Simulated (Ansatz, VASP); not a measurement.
**Au in VASP and in Ansatz**

The input INCAR:

```
SYSTEM = Au
  PREC = Accurate
  ENCUT = 520
  EDIFF = 1E-6
  ISMEAR = 0
  SIGMA = 0.1
  LREAL = .False.
  LASPH = .True.
  NELM = 100
  ALGO = Normal
  ISIF = 2
  LWAVE = .False.
  LCHARG = .True.
  GGA = PE
  IVDW = 12
  LELF = .True.
  LVHAR = .True.
  NBANDS = 12
```

The input KPOINTS:

```
regular mesh
0
Gamma
  18 18 18
  0 0 0
```

Contents of POSCAR:

```
Au
1.0
    0.0000000000      2.0918419931      2.0918419931
    2.0918419931      0.0000000000      2.0918419931
    2.0918419931      2.0918419931      0.0000000000
Au
1
Direct
    0.0000000000      0.0000000000      0.0000000000
```

Input for Ansatz:

```yaml
crystal:
  lattice:
    - [0.0, 2.0918419931, 2.0918419931]
    - [2.0918419931, 0.0, 2.0918419931]
    - [2.0918419931, 2.0918419931, 0.0]
  atoms:
    - { symbol: Au, position: [0.0, 0.0, 0.0] }
basis:
  ecutwfc: 420
kpoints:
  mp_grid: { grid: [18, 18, 18] }
hamiltonian:
  xc: pbe
  dispersion: d3bj
scf:
  occupations: { method: gaussian, width: 0.1 }
output:
  forces: true
  stress: true
  eigenvalues: true
```

Alike in both runs: task single point; functional PBE; dispersion D3(BJ); k mesh 18 × 18 × 18; occupations gaussian, width 0.1 eV; no spin polarisation.

```csv
,VASP,Ansatz
version,VASP 6.6.1,Ansatz 0.2.0
potentials or method,"VASP PAW PBE potentials, release 64 (Au), cutoff 520 eV","scalar-relativistic, plane waves, PAW"
valence electrons in the cell,11,19
```

Ansatz gave:

* gap on the k mesh at the Fermi level (eV): none
* pressure (GPa): -8.1

Question: Estimate VASP's values.

Answer: gap on the k mesh at the Fermi level (eV): none; pressure (GPa): -8.3.

A gap of «none» marks a metal or a gap that the smearing closes. VASP's potentials hold 11 valence electrons a cell and Ansatz's 19, so a difference there can come from the potentials and not from the codes.

Spin-orbit coupling is off throughout.
